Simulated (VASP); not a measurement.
# LiY3 (Fm-3m) in VASP: relaxation of cell and atoms with PBE

Aim: the relaxation of cell and atoms of LiY3 with PBE.

Everything below comes from runs of VASP 6.6.1. Logs are shortened: lines on timing, memory, paths and dates and some standing lists are left out, and cuts for length are marked.

## 1. The cell of the first run

It takes space group Fm-3m (No. 225, cubic). Conventional cell: a = 7.800 Å, b = 7.800 Å, c = 7.800 Å, α = 90.00°, β = 90.00°, γ = 90.00°. Li (site symmetry m-3m) has 14 Y at 3.38 to 3.90 Å within 4.4 Å. Within 4.4 Å of Y (site symmetry -43m) lie 4 Li at 3.38 Å and 10 Y at 3.38 to 3.90 Å. Y (site symmetry m-3m) has 8 Y at 3.38 Å and 6 Li at 3.90 Å within 4.4 Å.

## 2. Relaxation of cell and atoms, PBE

INCAR

```
SYSTEM = LiY3
  PREC = Accurate
  ENCUT = 600
  EDIFF = 1E-7
  ISMEAR = 0
  SIGMA = 0.1
  LREAL = .FALSE.
  LASPH = .TRUE.
  NELM = 100
  ALGO = Fast
  ISIF = 3
  LWAVE = .FALSE.
  LCHARG = .FALSE.
  GGA = PE
  IBRION = 2
  NSW = 100
  EDIFFG = -0.01
```

KPOINTS

```
regular mesh
0
G
  10 10 10
  0 0 0
```

POSCAR

```
LiY3
1.0
    0.0000000000      3.8998520000      3.8998520000
    3.8998520000      0.0000000000      3.8998520000
    3.8998520000      3.8998520000      0.0000000000
Li Y
1 3
Direct
    0.0000000000      0.0000000000      0.0000000000
    0.2500000000      0.2500000000      0.2500000000
    0.7500000000      0.7500000000      0.7500000000
    0.5000000000      0.5000000000      0.5000000000
```

Potentials or basis: VASP PAW PBE potentials, release 64 (Li_sv, Y_sv).

Command:

```sh
cat potpaw_PBE.64/Li_sv/POTCAR potpaw_PBE.64/Y_sv/POTCAR > POTCAR
mpirun -np 1 vasp_std > vasp.out
```

OUTCAR:

```text
SYSTEM = LiY3
   PREC = Accurate
   ENCUT = 600
   EDIFF = 1E-7
   ISMEAR = 0
   LREAL = .FALSE.
   LASPH = .TRUE.
   NELM = 100
   ISIF = 3
   GGA = PE
   IBRION = 2
   NSW = 100
   EDIFFG = -0.01

 ion  position               nearest neighbor table
   1  0.000  0.000  0.000-   2 3.38   3 3.38   3 3.38   3 3.38   3 3.38   2 3.38   2 3.38   2 3.38

   2  0.250  0.250  0.250-   1 3.38   4 3.38   1 3.38   1 3.38   1 3.38   4 3.38   4 3.38   4 3.38
                             3 3.90   3 3.90   3 3.90   3 3.90   3 3.90   3 3.90
   3  0.750  0.750  0.750-   1 3.38   4 3.38   4 3.38   4 3.38   4 3.38   1 3.38   1 3.38   1 3.38
                             2 3.90   2 3.90   2 3.90   2 3.90   2 3.90   2 3.90
   4  0.500  0.500  0.500-   2 3.38   3 3.38   2 3.38   2 3.38   2 3.38   3 3.38   3 3.38   3 3.38

  LATTYP: Found a face centered cubic cell.
 ALAT       =     7.7997040000

  Lattice vectors:

 A1 = (   0.0000000000,   3.8998520000,   3.8998520000)
 A2 = (   3.8998520000,   0.0000000000,   3.8998520000)
 A3 = (   3.8998520000,   3.8998520000,   0.0000000000)

Analysis of symmetry for initial positions (statically):
=====================================================================
 Subroutine PRICEL returns:
 Original cell was already a primitive cell.

 Routine SETGRP: Setting up the symmetry group for a
 face centered cubic supercell.

 Subroutine GETGRP returns: Found 48 space group operations
 (whereof 48 operations were pure point group operations)
 out of a pool of 48 trial point group operations.

The static configuration has the point symmetry O_h .

Analysis of symmetry for dynamics (positions and initial velocities):
=====================================================================
 Subroutine PRICEL returns:
 Original cell was already a primitive cell.

 Routine SETGRP: Setting up the symmetry group for a
 face centered cubic supercell.

 Subroutine GETGRP returns: Found 48 space group operations
 (whereof 48 operations were pure point group operations)
 out of a pool of 48 trial point group operations.

The dynamic configuration has the point symmetry O_h .

 Subroutine INISYM returns: Found 48 space group operations
 (whereof 48 operations are pure point group operations),
[... 160 lines left out ...]
  in kB       -0.8460019     -0.8460019     -0.8460019      0.0000000     -0.0000000     -0.0000000
  external PRESSURE =      -0.8460019 kB  Pullay stress =       0.0000000 kB

 VOLUME and BASIS-vectors are now :
 -----------------------------------------------------------------------------
  energy-cutoff  :      600.00
  volume of cell :      118.62
      direct lattice vectors                 reciprocal lattice vectors
     0.000000000  3.899852000  3.899852000    -0.128209994  0.128209994  0.128209994
     3.899852000  0.000000000  3.899852000     0.128209994 -0.128209994  0.128209994
     3.899852000  3.899852000  0.000000000     0.128209994  0.128209994 -0.128209994

 POSITION                                       TOTAL-FORCE (eV/Angst)
 -----------------------------------------------------------------------------------
      0.00000      0.00000      0.00000        -0.000000     -0.000000      0.000000
      1.94993      1.94993      1.94993        -0.000000     -0.000000     -0.000000
      5.84978      5.84978      5.84978         0.000000      0.000000      0.000000
      3.89985      3.89985      3.89985        -0.000000     -0.000000      0.000000
 -----------------------------------------------------------------------------------
    total drift:                               -0.000000     -0.000000     -0.000000

  FREE ENERGIE OF THE ION-ELECTRON SYSTEM (eV)
  ---------------------------------------------------
  free  energy   TOTEN  =       -20.4569053259 eV

  energy  without entropy=      -20.4380996254  energy(sigma->0) =      -20.44750248

--------------------------------------- Ionic step        2  -------------------------------------------

 number of electron      36.0000004 magnetization

 Free energy of the ion-electron system (eV)
  ---------------------------------------------------
  ext. energy  EPLUGINS =         0.00000000
  ---------------------------------------------------
  free energy    TOTEN  =       -20.45706613 eV

  energy without entropy =      -20.43834825  energy(sigma->0) =      -20.44770719

 E-fermi :   2.6454     XC(G=0):  -9.0439

 val. band max:        2.6447634662   @ k =   0.3000   0.1000   0.0000
 cond. band min:       2.6818997076   @ k =   0.3000   0.2000   0.1000
 fundamental gap:      0.0371362414
 Fermi energy:         2.6453949056

 k-point     1 :       0.0000    0.0000    0.0000
  band No.  band energies     occupation
      1     -42.9979      2.00000
      2     -40.3387      2.00000
      3     -40.2959      2.00000
      4     -40.1343      2.00000
      5     -20.3894      2.00000
      6     -20.3894      2.00000
[... 589 lines left out ...]
     21       3.3097      0.00000
     22       3.3942      0.00000

 [... further k-points ...]

------------------------ aborting loop because EDIFF is reached ----------------------------------------

  FORCE on cell =-STRESS in cart. coord.  units (eV):
  Direction    XX          YY          ZZ          XY          YZ          ZX
  --------------------------------------------------------------------------------------
  -------------------------------------------------------------------------------------
  Total       -0.0215630     -0.0215630     -0.0215630     -0.0000000     -0.0000000      0.0000000
  in kB       -0.2918968     -0.2918968     -0.2918968     -0.0000000     -0.0000000      0.0000000
  external PRESSURE =      -0.2918968 kB  Pullay stress =       0.0000000 kB

 VOLUME and BASIS-vectors are now :
 -----------------------------------------------------------------------------
  energy-cutoff  :      600.00
  volume of cell :      118.36
      direct lattice vectors                 reciprocal lattice vectors
     0.000000000  3.896905853  3.896905853    -0.128306923  0.128306923  0.128306923
     3.896905853 -0.000000000  3.896905853     0.128306923 -0.128306923  0.128306923
     3.896905853  3.896905853 -0.000000000     0.128306923  0.128306923 -0.128306923

 POSITION                                       TOTAL-FORCE (eV/Angst)
 -----------------------------------------------------------------------------------
      7.79381      3.89691      3.89691        -0.000000     -0.000000     -0.000000
      1.94845      1.94845      1.94845         0.000000      0.000000     -0.000000
      5.84536      5.84536      5.84536        -0.000000     -0.000000      0.000000
      3.89691      3.89691      3.89691        -0.000000     -0.000000     -0.000000
 -----------------------------------------------------------------------------------
    total drift:                               -0.000000      0.000000     -0.000000

  FREE ENERGIE OF THE ION-ELECTRON SYSTEM (eV)
  ---------------------------------------------------
  free  energy   TOTEN  =       -20.4570661276 eV

  energy  without entropy=      -20.4383482524  energy(sigma->0) =      -20.44770719

 reached required accuracy - stopping structural energy minimisation
```

OSZICAR:

```text
N       E                     dE             d eps       ncg     rms          rms(c)
DAV:   1     0.196106414151E+03    0.19611E+03   -0.18692E+04  2068   0.171E+03
DAV:   2     0.338167301764E+00   -0.19577E+03   -0.19305E+03  2290   0.380E+02
DAV:   3    -0.201056770056E+02   -0.20444E+02   -0.20002E+02  3992   0.650E+01
[... 140 lines left out ...]
RMM:  42    -0.204570657941E+02   -0.88863E-07   -0.11824E-06  1015   0.479E-03    0.138E-03
RMM:  43    -0.204570658932E+02   -0.99150E-07   -0.12944E-06  1072   0.474E-03    0.150E-03
RMM:  44    -0.204570659738E+02   -0.80568E-07   -0.10675E-06  1048   0.462E-03    0.159E-03
RMM:  45    -0.204570660589E+02   -0.85155E-07   -0.11058E-06  1034   0.452E-03    0.170E-03
RMM:  46    -0.204570661276E+02   -0.68649E-07   -0.93840E-07  1025   0.447E-03
   2 F= -.20457066E+02 E0= -.20447707E+02  d E =-.160802E-03
```

It took 40 min on 1 thread of Oxide Virtual Turin-like, shared host; peak memory 0.41 GiB.

What came out:

| Quantity | Value |
| --- | --- |
| Free energy | -20.4571 eV |
| Relaxed volume | 29.59 Å³/atom |
| Relaxed cell | a = 5.511 Å, b = 5.511 Å, c = 5.511 Å, α = 60.00°, β = 60.00°, γ = 60.00° |
| Space group after relaxing (to 0.1 Å) | Fm-3m (No. 225) |
| Energy gained by relaxing | 0.0 meV/atom |
| Ionic steps | 2 |
| Pressure after relaxing | 0.0 GPa |
| Band gap on the k mesh | zero (bands 18 and 19 overlap by 0.82 eV) |

The path:
```
step  energy change (eV)  largest force (eV/Å)  pressure (GPa)  volume (Å³)
   1              0.0000                0.0000           -0.08       118.62
   2             -0.0002                0.0000           -0.03       118.36
```

Final structure:
```xyz
4
Lattice="0.0000 3.8969 3.8969 3.8969 0.0000 3.8969 3.8969 3.8969 0.0000" Properties=species:S:1:pos:R:3 pbc="T T T"
Li    7.7938    3.8969    3.8969
Y     1.9485    1.9485    1.9485
Y     5.8454    5.8454    5.8454
Y     3.8969    3.8969    3.8969
```

Levels at points of the mesh, in eV from the Fermi level:
```csv
k point,band 16,band 17,band 18,band 19,band 20,band 21
"(0.00, 0.00, 0.00)",-0.92,-0.42,-0.42,-0.42,0.52,0.52
"(0.50, 0.00, 0.00)",-0.67,-0.67,-0.04,0.25,0.25,0.59
"(0.50, 0.50, 0.00)",-1.48,-1.40,0.41,0.48,0.48,0.71
```

Caveat: the cutoff is under 1.25 times the usual one of these potentials, so pressure, stress and relaxed cells hold a basis-set (Pulay) error.

The gap in the log of VASP goes by the Fermi energy; the results here count the filled bands.